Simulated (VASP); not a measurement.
# ZnSe (F-43m) in VASP: further runs

ZnSe is run at these levels: PBEsol; tasks: single point, relaxation of cell and atoms.

Program: VASP 6.6.1. These are calculated values, not measurements. Logs are shortened: lines on timing, memory, paths and dates and some standing lists are left out, and cuts for length are marked.

### 1 The cell of the first run

Symmetry: F-43m, No. 216, cubic system. The conventional cell has a = 5.418 Å, b = 5.418 Å, c = 5.418 Å, α = 90.00°, β = 90.00°, γ = 90.00°. Se (site symmetry -43m) has 4 Zn at 2.35 Å within 3.1 Å. Zn (site symmetry -43m) has 4 Se at 2.35 Å within 3.1 Å.

### 2 Single point, PBEsol

File INCAR:

```
PREC = Accurate
ENCUT = 520
EDIFF = 1E-7
ISMEAR = -1
SIGMA = 0.05
LREAL = F
LASPH = T
NELM = 100
ALGO = Normal
ISIF = 2
LWAVE = F
LCHARG = F
GGA = PS
NBANDS = 16
```

File KPOINTS:

```
regular mesh
0
Gamma
  8 8 8
```

File POSCAR:

```
ZnSe
1.0
    0.0000000000      2.7089489943      2.7089489943
    2.7089489943      0.0000000000      2.7089489943
    2.7089489943      2.7089489943      0.0000000000
Se Zn
1 1
Direct
    0.7500000000      0.7500000000      0.7500000000
    0.0000000000      0.0000000000      0.0000000000
```

Potentials or basis: VASP PAW PBE potentials, release 64 (Se, Zn).

Run with:

```sh
> cat potpaw_PBE.64/Se/POTCAR potpaw_PBE.64/Zn/POTCAR > POTCAR
> mpirun -np 1 vasp_std > vasp.out
```

OUTCAR:

```text
PREC = Accurate
   ENCUT = 520
   EDIFF = 1E-7
   ISMEAR = -1
   LREAL = F
   LASPH = T
   NELM = 100
   ISIF = 2
   GGA = PS

 ion  position               nearest neighbor table
   1  0.750  0.750  0.750-   2 2.35   2 2.35   2 2.35   2 2.35
   2  0.000  0.000  0.000-   1 2.35   1 2.35   1 2.35   1 2.35

  LATTYP: Found a face centered cubic cell.
 ALAT       =     5.4178979886

  Lattice vectors:

 A1 = (   0.0000000000,   2.7089489943,   2.7089489943)
 A2 = (   2.7089489943,   0.0000000000,   2.7089489943)
 A3 = (   2.7089489943,   2.7089489943,   0.0000000000)

Analysis of symmetry for initial positions (statically):
=====================================================================
 Subroutine PRICEL returns:
 Original cell was already a primitive cell.

 Routine SETGRP: Setting up the symmetry group for a
 face centered cubic supercell.

 Subroutine GETGRP returns: Found 24 space group operations
 (whereof 24 operations were pure point group operations)
 out of a pool of 48 trial point group operations.

The static configuration has the point symmetry T_d .

Analysis of symmetry for dynamics (positions and initial velocities):
=====================================================================
 Subroutine PRICEL returns:
 Original cell was already a primitive cell.

 Routine SETGRP: Setting up the symmetry group for a
 face centered cubic supercell.

 Subroutine GETGRP returns: Found 24 space group operations
 (whereof 24 operations were pure point group operations)
 out of a pool of 48 trial point group operations.

The dynamic configuration has the point symmetry T_d .

 Subroutine INISYM returns: Found 24 space group operations
 (whereof 24 operations are pure point group operations),
 and found     1 'primitive' translations

----------------------------------------------------------------------------------------

                                     Primitive cell

  volume of cell :      39.7587

  direct lattice vectors                    reciprocal lattice vectors
     0.000000000  2.708948994  2.708948994    -0.184573427  0.184573427  0.184573427
     2.708948994  0.000000000  2.708948994     0.184573427 -0.184573427  0.184573427
     2.708948994  2.708948994  0.000000000     0.184573427  0.184573427 -0.184573427

  length of vectors
     3.831032408  3.831032408  3.831032408     0.319690554  0.319690554  0.319690554

  position of ions in fractional coordinates (direct lattice)
     0.750000000  0.750000000  0.750000000
     0.000000000  0.000000000  0.000000000

  ion indices of the primitive-cell ions
   primitive index   ion index
                 1           1
                 2           2

----------------------------------------------------------------------------------------

 KPOINTS: regular mesh

Automatic generation of k-mesh.
 Grid dimensions read from file:
 generate k-points for:    8    8    8

 Generating k-lattice:

  Cartesian coordinates                     Fractional coordinates (reciprocal lattice)
    -0.023071678  0.023071678  0.023071678     0.125000000  0.000000000  0.000000000
     0.023071678 -0.023071678  0.023071678     0.000000000  0.125000000  0.000000000
     0.023071678  0.023071678 -0.023071678     0.000000000  0.000000000  0.125000000

  Length of vectors
     0.039961319  0.039961319  0.039961319

  Shift w.r.t. Gamma in fractional coordinates (k-lattice)
     0.000000000  0.000000000  0.000000000

 Subroutine IBZKPT returns following result:
 ===========================================

 Found     29 irreducible k-points:

 Following reciprocal coordinates:
            Coordinates               Weight
  0.000000  0.000000  0.000000      1.000000
  0.125000  0.000000  0.000000      8.000000
  0.250000  0.000000  0.000000      8.000000
  0.375000  0.000000  0.000000      8.000000
  0.500000  0.000000  0.000000      4.000000
  0.125000  0.125000  0.000000      6.000000
[... 16 lines left out ...]
  0.500000  0.250000  0.125000     48.000000
 -0.375000  0.250000  0.125000     24.000000
 [... further k-points ...]
   k-points           NKPTS =     29   k-points in BZ     NKDIM =     29   number of bands    NBANDS=     16
   number of dos      NEDOS =    301   number of ions     NIONS =      2
   total plane-waves  NPLWV =  21952
   dimension x,y,z NGX =    28 NGY =   28 NGZ =   28
   dimension x,y,z NGXF=    56 NGYF=   56 NGZF=   56
   ions per type =               1   1
   NGX,Y,Z   is equivalent  to a cutoff of  12.15, 12.15, 12.15 a.u.
   NGXF,Y,Z  is equivalent  to a cutoff of  24.30, 24.30, 24.30 a.u.
 SYSTEM =  unknown system
   PREC   = accura    normal or accurate (medium, high low for compatibility)
   ISTART =      0    job   : 0-new  1-cont  2-samecut
   ICHARG =      2    charge: 1-file 2-atom 10-const
   ISPIN  =      1    spin polarized calculation?
   LNONCOLLINEAR =      F non collinear calculations
   LSORBIT =      F    spin-orbit coupling
   LASPH  =      T    aspherical Exc in radial PAW
   ENCUT  =  520.0 eV  38.22 Ry    6.18 a.u.   7.12  7.12  7.12*2*pi/ulx,y,z
   NELM   =    100;   NELMIN=  2; NELMDL= -5     # of ELM steps
   EDIFF  = 0.1E-06   stopping-criterion for ELM
   LREAL  =      F    real-space projection
   EDIFFG = 0.1E-05   stopping-criterion for IOM
   NSW    =      0    number of steps for IOM
   IBRION =     -1    ionic relax: 0-MD 1-quasi-New 2-CG
   NFREE  =      0    steps in history (QN), initial steepest desc. (CG)
   ISIF   =      2    stress and relaxation
   ISYM   =      2    0-nonsym 1-usesym 2-fastsym
   POTIM  = 0.5000    time-step for ionic-motion
   TEBEG  =    0.0;   TEEND  =   0.0 temperature during run
   PSTRESS=    0.0 pullay stress
   NELECT =      18.0000    total number of electrons
   NUPDOWN=      -1.0000    fix difference up-down
   EMIN   =  10.00;   EMAX   =-10.00  energy-range for DOS
   EFERMI =   0.00;   METHOD = LEGACY
   ISMEAR =    -1;   SIGMA  =   0.05  broadening in eV -4-tet -1-fermi 0-gaus
   EFERMI_NEDOS =   21; number of points for ismear=-14 and -15
   IALGO  =     38    algorithm
   IMIX   =      4    mixing-type and parameters
     AMIX     =   0.40;   BMIX     =  1.00
     AMIX_MAG =   1.60;   BMIX_MAG =  1.00
  volume/ion in A,a.u.               =      19.88       134.15
  Fermi-wavevector in a.u.,A,eV,Ry     =   1.257057  2.375493 21.499808  1.580191
  Thomas-Fermi vector in A             =   2.390734
   LORBIT       =      0    0 simple, 1 ext, 2 COOP (PROOUT), +10 PAW based schemes
   GGA     = PS    functional components
   LHFCALC =     F    Hartree Fock is set to
   AEXX    =    0.0000 exact exchange contribution
   IVDW    =     0    specifies the selected vdW correction
   LEPSILON=     F    determine dielectric tensor
   LRPA    =     F    only Hartree local field effects (RPA)
 non-spin polarized calculation
  energy-cutoff  :      520.00
  volume of cell :       39.76
 maximum number of plane-waves:      1090
   NGX = 15   NGY = 15   NGZ = 15

 number of electron      17.9999995 magnetization

 Free energy of the ion-electron system (eV)
  ---------------------------------------------------
  ext. energy  EPLUGINS =         0.00000000
  ---------------------------------------------------
  free energy    TOTEN  =        -6.62498349 eV

  energy without entropy =       -6.62498349  energy(sigma->0) =       -6.62498349

 E-fermi :   3.6504     XC(G=0): -10.1546

 val. band max:        2.7471252306   @ k =   0.0000   0.0000   0.0000
 cond. band min:       4.4823660367   @ k =   0.0000   0.0000   0.0000
 fundamental gap:      1.7352408060
 Fermi energy:         3.6503723247

 k-point     1 :       0.0000    0.0000    0.0000
  band No.  band energies     occupation
      1     -11.5123      2.00000
      2      -4.4098      2.00000
      3      -4.4098      2.00000
      4      -4.4098      2.00000
      5      -3.9035      2.00000
      6      -3.9035      2.00000
[... 8 lines left out ...]
     15      14.4533      0.00000
     16      14.4533      0.00000

 k-point     2 :       0.1250    0.0000    0.0000
  band No.  band energies     occupation
      1     -11.3824      2.00000
      2      -4.4144      2.00000
      3      -4.3885      2.00000
      4      -4.3885      2.00000
      5      -3.9059      2.00000
      6      -3.9059      2.00000
[... 8 lines left out ...]
     15      13.5039      0.00000
     16      13.8752      0.00000

 k-point     3 :       0.2500    0.0000    0.0000
  band No.  band energies     occupation
      1     -11.0397      2.00000
      2      -4.3840      2.00000
      3      -4.3420      2.00000
      4      -4.3420      2.00000
      5      -3.9044      2.00000
      6      -3.9044      2.00000
[... 8 lines left out ...]
     15      13.2611      0.00000
     16      13.4977      0.00000

 k-point     4 :       0.3750    0.0000    0.0000
  band No.  band energies     occupation
      1     -10.6432      2.00000
      2      -4.3055      2.00000
      3      -4.3055      2.00000
      4      -4.1862      2.00000
      5      -3.8888      2.00000
      6      -3.8888      2.00000
[... 8 lines left out ...]
     15      14.5760      0.00000
     16      14.5760      0.00000
[... 324 lines left out ...]
 k-point    22 :       0.3750    0.2500    0.1250
  band No.  band energies     occupation
      1     -10.7681      2.00000
      2      -4.4140      2.00000
      3      -4.2787      2.00000
      4      -4.2532      2.00000
      5      -3.9291      2.00000
      6      -3.8690      2.00000
[... 8 lines left out ...]
     15      15.4268      0.00000
     16      16.8094      0.00000

 k-point    23 :       0.5000    0.2500    0.1250
  band No.  band energies     occupation
      1     -10.4333      2.00000
      2      -4.3141      2.00000
      3      -4.2502      2.00000
      4      -4.1217      2.00000
      5      -3.8915      2.00000
      6      -3.8360      2.00000
[... 8 lines left out ...]
     15      15.8548      0.00000
     16      16.8850      0.00000

 k-point    24 :      -0.3750    0.2500    0.1250
  band No.  band energies     occupation
      1     -10.2810      2.00000
      2      -4.2915      2.00000
      3      -4.2268      2.00000
      4      -3.9712      2.00000
      5      -3.8974      2.00000
      6      -3.6279      2.00000
[... 8 lines left out ...]
     15      15.8243      0.00000
     16      16.8706      0.00000

 [... further k-points ...]

------------------------ aborting loop because EDIFF is reached ----------------------------------------

  FORCE on cell =-STRESS in cart. coord.  units (eV):
  Direction    XX          YY          ZZ          XY          YZ          ZX
  --------------------------------------------------------------------------------------
  -------------------------------------------------------------------------------------
  Total        2.5776335      2.5776335      2.5776335     -0.0000000     -0.0000000      0.0000000
  in kB      103.8721872    103.8721872    103.8721872     -0.0000000     -0.0000000      0.0000000
  external PRESSURE =     103.8721872 kB  Pullay stress =       0.0000000 kB

 VOLUME and BASIS-vectors are now :
 -----------------------------------------------------------------------------
  energy-cutoff  :      520.00
  volume of cell :       39.76
      direct lattice vectors                 reciprocal lattice vectors
     0.000000000  2.708948994  2.708948994    -0.184573427  0.184573427  0.184573427
     2.708948994  0.000000000  2.708948994     0.184573427 -0.184573427  0.184573427
     2.708948994  2.708948994  0.000000000     0.184573427  0.184573427 -0.184573427

 POSITION                                       TOTAL-FORCE (eV/Angst)
 -----------------------------------------------------------------------------------
      4.06342      4.06342      4.06342        -0.000000     -0.000000     -0.000000
      0.00000      0.00000      0.00000         0.000000      0.000000      0.000000
 -----------------------------------------------------------------------------------
    total drift:                               -0.000001     -0.000001     -0.000002

  FREE ENERGIE OF THE ION-ELECTRON SYSTEM (eV)
  ---------------------------------------------------
  free  energy   TOTEN  =        -6.6249834920 eV

  energy  without entropy=       -6.6249834916  energy(sigma->0) =       -6.62498349
```

It took 23 s on 1 thread of AMD EPYC 7R13, shared host; peak memory 0.14 GiB.

What came out:

| Property | Result |
| --- | --- |
| Free energy | -6.6250 eV |
| Pressure | 10.4 GPa |
| Band gap on the k mesh | 1.74 eV |

Levels at points of the mesh, in eV from the valence-band top:
```tsv
k point	band 5	band 6	band 7	band 8	band 9	band 10	band 11	band 12	band 13	band 14
(0.00, 0.00, 0.00)	-6.65	-6.65	0.00	0.00	0.00	1.74	5.65	5.65	5.65	10.26
(0.50, 0.00, 0.00)	-6.62	-6.45	-6.22	-1.09	-1.09	2.67	6.24	6.24	8.67	11.57
(0.50, 0.50, 0.00)	-6.58	-6.42	-5.40	-2.74	-2.74	2.49	3.29	11.69	12.12	12.12
```

Caveat: the cell stands under pressure; the PAW data sets were made with another functional, which shifts forces and pressure a little.

### 3 Single point, PBEsol

This run uses another cell than the first one, of 21.72 Å³/atom.

File INCAR:

```
SYSTEM = ZnSe
ALGO = Normal ; EDIFF = 1E-6
ENCUT = 520 ; GGA = PS
ISIF = 2 ; ISMEAR = -1
LASPH = .TRUE. ; LCHARG = .TRUE.
LELF = .TRUE. ; LREAL = .FALSE.
LVHAR = .TRUE. ; LWAVE = .FALSE.
NBANDS = 16 ; NELM = 60
PREC = Accurate ; SIGMA = 0.05
```

File KPOINTS:

```
k-points
0
G
  8 8 8
  0 0 0
```

File POSCAR:

```
ZnSe
1.0
    0.0000000000      2.7901181636      2.7901181636
    2.7901181636      0.0000000000      2.7901181636
    2.7901181636      2.7901181636      0.0000000000
Se Zn
1 1
Direct
    0.7500000000      0.7500000000      0.7500000000
    0.0000000000      0.0000000000      0.0000000000
```

Potentials or basis: VASP PAW PBE potentials, release 64 (Se, Zn).

Run with:

```sh
> cat potpaw_PBE.64/Se/POTCAR potpaw_PBE.64/Zn/POTCAR > POTCAR
> mpirun -np 1 vasp_std > vasp.out
```

It took 27 s on 1 thread of AMD EPYC 7R13, shared host; peak memory 0.15 GiB.

Results (log left out):

```yaml
Free_energy: -6.7633 eV
Pressure: 2.3 GPa
Band_gap_on_the_k_mesh: 1.36 eV
```

Levels at points of the mesh, in eV from the valence-band top:
| k point | band 7 | band 8 | band 9 | band 10 | band 11 | band 12 |
| --- | --- | --- | --- | --- | --- | --- |
| (0.00, 0.00, 0.00) | 0.00 | 0.00 | 0.00 | 1.36 | 5.71 | 5.71 |
| (0.50, 0.00, 0.00) | -5.59 | -0.95 | -0.95 | 2.52 | 6.29 | 6.29 |
| (0.50, 0.50, 0.00) | -4.99 | -2.38 | -2.38 | 2.73 | 3.36 | 10.96 |

Caveat: the PAW data sets were made with another functional, which shifts forces and pressure a little.

### 4 Relaxation of cell and atoms, PBEsol

This run uses another cell than the first one, of 22.76 Å³/atom.

File INCAR:

```
  PREC = Accurate
  ENCUT = 600
  EDIFF = 1E-6
  ISMEAR = -1
  SIGMA = 0.05
  LREAL = False
  LASPH = True
  NELM = 60
  ALGO = Normal
  ISIF = 3
  LWAVE = False
  LCHARG = False
  GGA = PS
  IBRION = 2
  NSW = 80
  EDIFFG = -0.005
```

File KPOINTS:

```
regular mesh
0
Gamma
  8 8 8
```

File POSCAR:

```
ZnSe
1.0
    0.0000000000      2.8338000000      2.8338000000
    2.8338000000      0.0000000000      2.8338000000
    2.8338000000      2.8338000000      0.0000000000
Se Zn
1 1
Direct
    0.7500000000      0.7500000000      0.7500000000
    0.0000000000      0.0000000000      0.0000000000
```

Run with:

```sh
> cat potpaw_PBE.64/Se/POTCAR potpaw_PBE.64/Zn/POTCAR > POTCAR
> mpirun -np 1 vasp_std > vasp.out
```

Run time: 54 s. Hardware: 1 thread of AMD EPYC 7R13, shared host; peak memory 0.17 GiB.

The run converged. Its results:

* Free energy: -6.7732 eV
* Relaxed volume: 22.44 Å³/atom
* Relaxed cell: a = 3.989 Å, b = 3.989 Å, c = 3.989 Å, α = 60.00°, β = 60.00°, γ = 60.00°
* Space group after relaxing (to 0.1 Å): F-43m (No. 216)
* Energy gained by relaxing: 0.9 meV/atom
* Ionic steps: 3
* Pressure after relaxing: 0.0 GPa
* Band gap on the k mesh: 1.23 eV

The path:
```csv
step,energy change (eV),largest force (eV/Å),pressure (GPa),volume (Å³)
1,0.0000,0.0000,-0.91,45.51
2,-0.0017,0.0000,0.45,44.67
3,-0.0019,0.0000,0.01,44.88
```

Final structure:
```yaml
crystal:
  lattice:
    - [0.00000, 2.82066, 2.82066]
    - [2.82066, 0.00000, 2.82066]
    - [2.82066, 2.82066, 0.00000]
  atoms:
    - { symbol: Se, position: [0.75000, 0.75000, 0.75000] }
    - { symbol: Zn, position: [0.00000, 0.00000, 0.00000] }
```

Levels at points of the mesh, in eV from the valence-band top:
```tsv
k point	band 7	band 8	band 9	band 10	band 11	band 12
(0.00, 0.00, 0.00)	0.00	0.00	0.00	1.23	5.73	5.73
(0.50, 0.00, 0.00)	-5.37	-0.90	-0.90	2.47	6.30	6.30
(0.50, 0.50, 0.00)	-4.85	-2.26	-2.26	2.81	3.37	10.71
```

Caveat: the PAW data sets were made with another functional, which shifts forces and pressure a little.

### 5 Overview

```tsv
task	cell	cutoff (eV)	gap on the mesh (eV)	pressure (GPa)
single point	a = 3.831 Å, angles 60.0°, 2 atoms	520	1.74	10.4
single point	a = 3.946 Å, angles 60.0°, 2 atoms	520	1.36	2.3
relaxation of cell and atoms	relaxed from a = 4.008 Å, angles 60.0°, 2 atoms	600	1.23	0.0
```

Alike in all rows: level PBEsol; potentials or basis VASP PAW PBE potentials, release 64 (Se, Zn); no spin polarisation; k mesh 8 × 8 × 8; smearing fermi-dirac 0.05 eV.

Caveats: the PAW data sets were made with another functional, which shifts forces and pressure a little; the cell stands under pressure (at least some runs).

Total energies depend on the potentials used, so only differences within one code and one set of settings carry meaning.
